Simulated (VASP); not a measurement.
# AlRu (Pm-3m) in VASP: further runs

The runs below take AlRu through single point, relaxation of cell and atoms, with r2SCAN.

Everything below comes from runs of VASP 6.6.1. Logs are shortened: lines on timing, memory, paths and dates and some standing lists are left out, and cuts for length are marked.

## (1) The cell of the first run

The structure is cubic, space group Pm-3m (No. 221). Conventional cell: a = 2.983 Å, b = 2.983 Å, c = 2.983 Å, α = 90.00°, β = 90.00°, γ = 90.00°. Al (site symmetry m-3m) has 8 Ru at 2.58 Å and 6 Al at 2.98 Å within 3.4 Å. Within 3.4 Å of Ru (site symmetry m-3m) lie 8 Al at 2.58 Å and 6 Ru at 2.98 Å.

## (2) Single point, r2SCAN

Input file POSCAR:

```
AlRu
1.0
    2.9826244058      0.0000000000      0.0000000000
    0.0000000000      2.9826244058      0.0000000000
    0.0000000000      0.0000000000      2.9826244058
Al Ru
1 1
Direct
    0.0000000000      0.0000000000      0.0000000000
    0.5000000000      0.5000000000      0.5000000000
```

Input file INCAR.step1:

```
ALGO = Normal ; EDIFF = 1E-4
ENCUT = 520 ; GGA = PE
ISMEAR = 0 ; LASPH = T
LCHARG = F ; LREAL = F
LWAVE = T ; NBANDS = 16
NELM = 100 ; PREC = Accurate
SIGMA = 0.15
```

Input file INCAR.step2:

```
ALGO = Normal ; EDIFF = 1E-6
ENCUT = 520 ; ISIF = 2
ISMEAR = 0 ; ISTART = 1
LASPH = T ; LCHARG = F
LMIXTAU = T ; LREAL = F
LWAVE = F ; METAGGA = R2SCAN
NBANDS = 16 ; NELM = 100
PREC = Accurate ; SIGMA = 0.15
```

Input file KPOINTS:

```
k-points
0
Gamma
  22 22 22
```

Potentials or basis: VASP PAW PBE potentials, release 64 (Al, Ru_pv).

Run with:

```
$ cat potpaw_PBE.64/Al/POTCAR potpaw_PBE.64/Ru_pv/POTCAR > POTCAR
$ cp INCAR.step1 INCAR
$ mpirun -np 1 vasp_std > vasp.out
$ cp INCAR.step2 INCAR
$ mpirun -np 1 vasp_std > vasp.out
```

OUTCAR:

```text
EDIFF = 1E-6
   ENCUT = 520
   ISIF = 2
   ISMEAR = 0
   ISTART = 1
   LASPH = T
   LREAL = F
   METAGGA = R2SCAN
   NELM = 100
   PREC = Accurate

 ion  position               nearest neighbor table
   1  0.000  0.000  0.000-   2 2.58   2 2.58   2 2.58   2 2.58   2 2.58   2 2.58   2 2.58   2 2.58

   2  0.500  0.500  0.500-   1 2.58   1 2.58   1 2.58   1 2.58   1 2.58   1 2.58   1 2.58   1 2.58

  LATTYP: Found a simple cubic cell.
 ALAT       =     2.9826244058

  Lattice vectors:

 A1 = (   2.9826244058,   0.0000000000,   0.0000000000)
 A2 = (   0.0000000000,   2.9826244058,   0.0000000000)
 A3 = (   0.0000000000,   0.0000000000,   2.9826244058)

Analysis of symmetry for initial positions (statically):
=====================================================================
 Subroutine PRICEL returns:
 Original cell was already a primitive cell.

 Routine SETGRP: Setting up the symmetry group for a
 simple cubic supercell.

 Subroutine GETGRP returns: Found 48 space group operations
 (whereof 48 operations were pure point group operations)
 out of a pool of 48 trial point group operations.

The static configuration has the point symmetry O_h .

Analysis of symmetry for dynamics (positions and initial velocities):
=====================================================================
 Subroutine PRICEL returns:
 Original cell was already a primitive cell.

 Routine SETGRP: Setting up the symmetry group for a
 simple cubic supercell.

 Subroutine GETGRP returns: Found 48 space group operations
 (whereof 48 operations were pure point group operations)
 out of a pool of 48 trial point group operations.

The dynamic configuration has the point symmetry O_h .

 Subroutine INISYM returns: Found 48 space group operations
 (whereof 48 operations are pure point group operations),
 and found     1 'primitive' translations

----------------------------------------------------------------------------------------

                                     Primitive cell

  volume of cell :      26.5336

  direct lattice vectors                    reciprocal lattice vectors
     2.982624406  0.000000000  0.000000000     0.335275202  0.000000000  0.000000000
     0.000000000  2.982624406  0.000000000     0.000000000  0.335275202  0.000000000
     0.000000000  0.000000000  2.982624406     0.000000000  0.000000000  0.335275202

  length of vectors
     2.982624406  2.982624406  2.982624406     0.335275202  0.335275202  0.335275202

  position of ions in fractional coordinates (direct lattice)
[... 79 lines left out ...]
   EDIFF  = 0.1E-05   stopping-criterion for ELM
   LREAL  =      F    real-space projection
   EDIFFG = 0.1E-04   stopping-criterion for IOM
   NSW    =      0    number of steps for IOM
   IBRION =     -1    ionic relax: 0-MD 1-quasi-New 2-CG
   NFREE  =      0    steps in history (QN), initial steepest desc. (CG)
   ISIF   =      2    stress and relaxation
   ISYM   =      2    0-nonsym 1-usesym 2-fastsym
   POTIM  = 0.5000    time-step for ionic-motion
   TEBEG  =    0.0;   TEEND  =   0.0 temperature during run
   PSTRESS=    0.0 pullay stress
   NELECT =      17.0000    total number of electrons
   NUPDOWN=      -1.0000    fix difference up-down
   EMIN   =  10.00;   EMAX   =-10.00  energy-range for DOS
   EFERMI =   0.00;   METHOD = LEGACY
   ISMEAR =     0;   SIGMA  =   0.15  broadening in eV -4-tet -1-fermi 0-gaus
   EFERMI_NEDOS =   21; number of points for ismear=-14 and -15
   IALGO  =     38    algorithm
   IMIX   =      4    mixing-type and parameters
     AMIX     =   0.40;   BMIX     =  1.00
     AMIX_MAG =   1.60;   BMIX_MAG =  1.00
  volume/ion in A,a.u.               =      13.27        89.53
  Fermi-wavevector in a.u.,A,eV,Ry     =   1.411321  2.667011 27.100464  1.991828
  Thomas-Fermi vector in A             =   2.533185
   LORBIT       =      0    0 simple, 1 ext, 2 COOP (PROOUT), +10 PAW based schemes
   METAGGA = R2SCAN    functional components
   LHFCALC =     F    Hartree Fock is set to
   AEXX    =    0.0000 exact exchange contribution
   IVDW    =     0    specifies the selected vdW correction
   LEPSILON=     F    determine dielectric tensor
   LRPA    =     F    only Hartree local field effects (RPA)
 non-spin polarized calculation
 Gauss-broadening in eV      SIGMA  =   0.15
  energy-cutoff  :      520.00
  volume of cell :       26.53
 maximum number of plane-waves:       739
 NGX is ok and might be reduce to    24

 number of electron      16.9999996 magnetization

 Free energy of the ion-electron system (eV)
  ---------------------------------------------------
  ext. energy  EPLUGINS =         0.00000000
  ---------------------------------------------------
  free energy    TOTEN  =       -33.61922295 eV

  energy without entropy =      -33.60231769  energy(sigma->0) =      -33.61077032

 E-fermi :  10.7027     XC(G=0): -13.6665

 val. band max:       10.7016767520   @ k =   0.4091   0.1364   0.0455
 cond. band min:      10.7098996729   @ k =   0.1818   0.0909   0.0455
 fundamental gap:      0.0082229209
 Fermi energy:        10.7026788203

 k-point     1 :       0.0000    0.0000    0.0000
  band No.  band energies     occupation
      1     -32.3815      2.00000
      2     -32.3815      2.00000
      3     -32.3815      2.00000
      4       0.4686      2.00000
      5       6.9635      2.00000
      6       6.9635      2.00000
[... 433 lines left out ...]
      3     -32.3782      2.00000
      4       0.8052      2.00000
      5       7.0774      2.00000
      6       7.0845      2.00000
[... 8 lines left out ...]
     15      23.1272      0.00000
     16      28.2940      0.00000

 [... further k-points ...]

------------------------ aborting loop because EDIFF is reached ----------------------------------------

  FORCE on cell =-STRESS in cart. coord.  units (eV):
  Direction    XX          YY          ZZ          XY          YZ          ZX
  --------------------------------------------------------------------------------------
  -------------------------------------------------------------------------------------
  Total        0.0188797      0.0188797      0.0188797      0.0000000      0.0000000     -0.0000000
  in kB        1.1400129      1.1400129      1.1400129      0.0000000      0.0000000     -0.0000000
  external PRESSURE =       1.1400129 kB  Pullay stress =       0.0000000 kB

 VOLUME and BASIS-vectors are now :
 -----------------------------------------------------------------------------
  energy-cutoff  :      520.00
  volume of cell :       26.53
      direct lattice vectors                 reciprocal lattice vectors
     2.982624406  0.000000000  0.000000000     0.335275202  0.000000000  0.000000000
     0.000000000  2.982624406  0.000000000     0.000000000  0.335275202  0.000000000
     0.000000000  0.000000000  2.982624406     0.000000000  0.000000000  0.335275202

 POSITION                                       TOTAL-FORCE (eV/Angst)
 -----------------------------------------------------------------------------------
      0.00000      0.00000      0.00000         0.000000      0.000000      0.000000
      1.49131      1.49131      1.49131         0.000000      0.000000      0.000000
 -----------------------------------------------------------------------------------
    total drift:                                0.000000     -0.000000     -0.000000

  FREE ENERGIE OF THE ION-ELECTRON SYSTEM (eV)
  ---------------------------------------------------
  free  energy   TOTEN  =       -33.6192229542 eV

  energy  without entropy=      -33.6023176900  energy(sigma->0) =      -33.61077032
```

Wall time 4.3 min (1 thread of Intel Xeon Platinum 8259CL at 2.50GHz (Skylake/Cascade Lake), shared host); peak memory 0.26 GiB.

What came out:

| Quantity | Value |
| --- | --- |
| Free energy | -33.6192 eV |
| Pressure | 0.1 GPa |

Levels at points of the mesh, in eV from the Fermi level:
```csv
k point,band 5,band 6,band 7,band 8,band 9,band 10,band 11,band 12,band 13,band 14
"(0.00, 0.00, 0.00)",-3.74,-3.74,0.16,0.16,0.16,6.55,6.55,6.55,10.36,11.52
"(0.50, 0.00, 0.00)",-5.72,-2.85,-1.72,-1.72,0.43,2.54,7.73,10.36,11.65,11.65
"(0.50, 0.50, 0.00)",-3.19,-1.49,-1.49,-1.27,-1.27,1.74,5.71,6.85,10.36,11.49
"(0.50, 0.50, 0.50)",-4.98,-4.98,1.84,1.84,3.25,4.34,4.34,4.34,9.05,9.05
```

Caveat: the PAW data sets were made with another functional, which shifts forces and pressure a little.

## (3) Single point, r2SCAN

This run uses another cell than the first one: it holds 8 atoms, not 2.

Input file POSCAR:

```
AlRu
1.0
   -2.9826244058      2.9826244058      2.9826244058
    2.9826244058     -2.9826244058      2.9826244058
    2.9826244058      2.9826244058     -2.9826244058
Al Ru
4 4
Direct
    0.5000000000      0.0000000000      0.5000000000
    0.0000000000      0.5000000000      0.5000000000
    0.0000000000      0.0000000000      0.0000000000
    0.5000000000      0.5000000000      0.0000000000
    0.5000000000      0.5000000000      0.5000000000
    0.0000000000      0.0000000000      0.5000000000
    0.0000000000      0.5000000000      0.0000000000
    0.5000000000      0.0000000000      0.0000000000
```

Input file INCAR.step1:

```
PREC     = Accurate       # precision mode
ENCUT    = 520            # plane-wave cutoff, eV
ISMEAR   = 0              # smearing method
SIGMA    = 0.15           # smearing width, eV
LREAL    = False          # projectors in reciprocal space
LASPH    = True           # aspherical terms in the spheres
NELM     = 60             # most SCF steps
NBANDS   = 44             # bands
GGA      = PE             # functional
ALGO     = Normal         # electronic algorithm
EDIFF    = 1E-4           # SCF threshold, eV
LWAVE    = True           # write WAVECAR
LCHARG   = False          # write CHGCAR
```

Input file INCAR.step2:

```
PREC     = Accurate       # precision mode
ENCUT    = 520            # plane-wave cutoff, eV
EDIFF    = 1E-6           # SCF threshold, eV
ISMEAR   = 0              # smearing method
SIGMA    = 0.15           # smearing width, eV
LREAL    = False          # projectors in reciprocal space
LASPH    = True           # aspherical terms in the spheres
NELM     = 60             # most SCF steps
ALGO     = Normal         # electronic algorithm
ISIF     = 2              # what is computed and relaxed
LWAVE    = False          # write WAVECAR
LCHARG   = False          # write CHGCAR
METAGGA  = R2SCAN         # meta-GGA
LMIXTAU  = True         
NBANDS   = 44             # bands
ISTART   = 1
```

Input file KPOINTS:

```
Automatic mesh
0
Gamma
  14 14 14
```

Potentials or basis: VASP PAW PBE potentials, release 64 (Al, Ru_pv).

Run with:

```
$ cat potpaw_PBE.64/Al/POTCAR potpaw_PBE.64/Ru_pv/POTCAR > POTCAR
$ cp INCAR.step1 INCAR
$ mpirun -np 1 vasp_std > vasp.out
$ cp INCAR.step2 INCAR
$ mpirun -np 1 vasp_std > vasp.out
```

It took 18 min on 1 thread of AMD EPYC 9R45 (Zen 5), shared host; peak memory 0.47 GiB.

It converged, with:

```yaml
Free_energy: -134.4757 eV
Pressure: 0.1 GPa
Band_gap_on_the_k_mesh: zero (band 34 reaches 12.54 eV, above the bottom of band 35 at 9.59 eV)
```

Levels at points of the mesh, in eV from the Fermi level:
| k point | band 30 | band 31 | band 32 | band 33 | band 34 | band 35 | band 36 | band 37 | band 38 | band 39 |
| --- | --- | --- | --- | --- | --- | --- | --- | --- | --- | --- |
| (0.00, 0.00, 0.00) | -1.27 | -1.27 | -1.27 | -1.27 | 0.17 | 0.17 | 0.17 | 1.74 | 1.74 | 1.74 |
| (0.50, 0.00, 0.00) | -1.14 | -0.85 | -0.85 | -0.59 | -0.59 | 0.76 | 0.76 | 2.67 | 2.67 | 3.77 |
| (0.50, 0.50, 0.50) | -1.72 | 0.44 | 0.44 | 0.44 | 1.84 | 1.84 | 2.54 | 2.54 | 2.54 | 3.25 |

Caveat: the PAW data sets were made with another functional, which shifts forces and pressure a little.

## (4) Relaxation of cell and atoms, r2SCAN

This run uses another cell than the first one, of 13.39 Å³/atom, 1.009 times its volume.

Input file POSCAR:

```
AlRu
1.0
    2.9916000000      0.0000000000      0.0000000000
    0.0000000000      2.9916000000      0.0000000000
    0.0000000000      0.0000000000      2.9916000000
Al Ru
1 1
Direct
    0.0000000000      0.0000000000      0.0000000000
    0.5000000000      0.5000000000      0.5000000000
```

Input file INCAR.step1:

```
SYSTEM = AlRu
ALGO = Normal ; EDIFF = 1E-4
ENCUT = 600 ; GGA = PE
ISMEAR = 0 ; LASPH = .TRUE.
LCHARG = .FALSE. ; LREAL = .FALSE.
LWAVE = .TRUE. ; NELM = 80
PREC = Accurate ; SIGMA = 0.1
```

Input file INCAR.step2:

```
SYSTEM = AlRu
ALGO = Normal ; EDIFF = 1E-6
EDIFFG = -0.005 ; ENCUT = 600
IBRION = 2 ; ISIF = 3
ISMEAR = 0 ; ISTART = 1
LASPH = .TRUE. ; LCHARG = .FALSE.
LMIXTAU = .TRUE. ; LREAL = .FALSE.
LWAVE = .FALSE. ; METAGGA = R2SCAN
NELM = 80 ; NSW = 100
PREC = Accurate ; SIGMA = 0.1
```

Input file KPOINTS:

```
k-points
0
G
  14 14 14
  0 0 0
```

Run with:

```
$ cat potpaw_PBE.64/Al/POTCAR potpaw_PBE.64/Ru_pv/POTCAR > POTCAR
$ cp INCAR.step1 INCAR
$ mpirun -np 1 vasp_std > vasp.out
$ cp INCAR.step2 INCAR
$ mpirun -np 1 vasp_std > vasp.out
```

Run time: 82 s. Hardware: 1 thread of Intel Xeon 6975P-C (Granite Rapids), shared host; peak memory 0.19 GiB.

The run converged. Its results:

```
Free energy                            : -33.6069 eV
Relaxed volume                         : 13.28 Å³/atom
Relaxed cell                           : a = 2.983 Å, b = 2.983 Å, c = 2.983 Å, α = 90.00°, β = 90.00°, γ = 90.00°
Space group after relaxing (to 0.05 Å) : Pm-3m (No. 221)
Energy gained by relaxing              : 0.6 meV/atom
Ionic steps                            : 3
Pressure after relaxing                : 0.0 GPa
```

Step by step:
```csv
step,energy change (eV),largest force (eV/Å),pressure (GPa),volume (Å³)
1,0.0000,0.0000,-1.84,26.77
2,0.0024,0.0000,3.19,26.18
3,-0.0013,0.0000,-0.02,26.55
```

Final structure:
```
Al Ru
1.0
     2.98331    0.00000    0.00000
     0.00000    2.98331    0.00000
     0.00000    0.00000    2.98331
Al Ru
1 1
Direct
  0.00000 0.00000 0.00000
  0.50000 0.50000 0.50000
```

Levels at points of the mesh, in eV from the Fermi level:
| k point | band 7 | band 8 | band 9 | band 10 | band 11 | band 12 |
| --- | --- | --- | --- | --- | --- | --- |
| (0.00, 0.00, 0.00) | 0.17 | 0.17 | 0.17 | 6.55 | 6.55 | 6.55 |
| (0.50, 0.50, 0.00) | -1.49 | -1.26 | -1.26 | 1.74 | 5.71 | 6.84 |
| (0.50, 0.50, 0.50) | 1.84 | 1.84 | 3.25 | 4.34 | 4.34 | 4.34 |

Caveat: the PAW data sets were made with another functional, which shifts forces and pressure a little.

## (5) Summary

| task | cell | k mesh | cutoff (eV) | smearing | gap on the mesh (eV) | pressure (GPa) |
| --- | --- | --- | --- | --- | --- | --- |
| single point | a = 2.983 Å, 2 atoms | 22 × 22 × 22 | 520 | gaussian 0.15 eV | none | 0.1 |
| single point | a = 5.166 Å, angles 109.5°, 8 atoms | 14 × 14 × 14 | 520 | gaussian 0.15 eV | none | 0.1 |
| relaxation of cell and atoms | relaxed from a = 2.992 Å, 2 atoms | 14 × 14 × 14 | 600 | gaussian 0.1 eV | none | 0.0 |

Alike in all rows: level r2SCAN; potentials or basis VASP PAW PBE potentials, release 64 (Al, Ru_pv); no spin polarisation.

Caveats: the PAW data sets were made with another functional, which shifts forces and pressure a little.

Total energies depend on the potentials used, so only differences within one code and one set of settings carry meaning.
